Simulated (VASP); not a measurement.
Input of a VASP 6.6.1 run:

INCAR

```
PREC = Accurate
ENCUT = 600
EDIFF = 1E-7
ISMEAR = 0
SIGMA = 0.2
LREAL = F
LASPH = T
NELM = 60
ALGO = Normal
ISIF = 3
LWAVE = F
LCHARG = F
GGA = PE
IBRION = 2
NSW = 36
EDIFFG = -0.08
```

The input KPOINTS:

```
Automatic mesh
0
Gamma
  6 6 3
```

File POSCAR:

```
Sn2Pb
1.0
    3.6815180700      0.0000000000      0.0000000000
   -1.8407590400      3.1882881700      0.0000000000
    0.0000000000      0.0000000000      7.8231656500
Sn Pb
2 1
Direct
    0.0000000000      0.0000000000      0.2694311700
    0.0000000000      0.0000000000      0.7438638400
    0.0000000000      0.0000000000      0.0061057400
```

Potentials or basis: VASP PAW PBE potentials, release 64 (Sn_d, Pb_d).

Run with:

```sh
$ cat potpaw_PBE.64/Sn_d/POTCAR potpaw_PBE.64/Pb_d/POTCAR > POTCAR
$ mpirun -np 1 vasp_std > vasp.out
```

(1) What does it give for the space group after relaxing (to 0.05 Å)?

(2) Predict the relaxed volume.

Results:

(1) P6/mmm (No. 191).

(2) 30.16 Å³/atom.
